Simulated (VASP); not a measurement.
Here is a VASP 6.6.1 calculation.

INCAR

```
SYSTEM = Hf
PREC = Accurate
ENCUT = 520
EDIFF = 1E-6
ISMEAR = -1
SIGMA = 0.05
LREAL = .FALSE.
LASPH = .TRUE.
NELM = 100
ALGO = Normal
ISIF = 2
LWAVE = .FALSE.
LCHARG = .FALSE.
GGA = PS
NBANDS = 17
```

The input KPOINTS:

```
regular mesh
0
G
  16 16 9
  0 0 0
```

The input POSCAR:

```
Hf
1.0
    3.1587285336      0.0000000000      0.0000000000
   -1.5793642668      2.7355391538      0.0000000000
    0.0000000000      0.0000000000      4.9985850718
Hf
2
Direct
    0.3333333333      0.6666666667      0.2500000000
    0.6666666667      0.3333333333      0.7500000000
```

Potentials or basis: VASP PAW PBE potentials, release 64 (Hf_pv).

Run with:

```sh
$ cat potpaw_PBE.64/Hf_pv/POTCAR > POTCAR
$ mpirun -np 1 vasp_std > vasp.out
```

(1) Estimate the pressure.

(2) Predict the band gap on the k mesh.

## Answers

(1) -0.4 GPa.

(2) zero (bands 10 and 11 overlap by 1.48 eV).

Caveat: the PAW data sets were made with another functional, which shifts forces and pressure a little; spin-orbit coupling is left out, which moves the levels of the heavy elements.
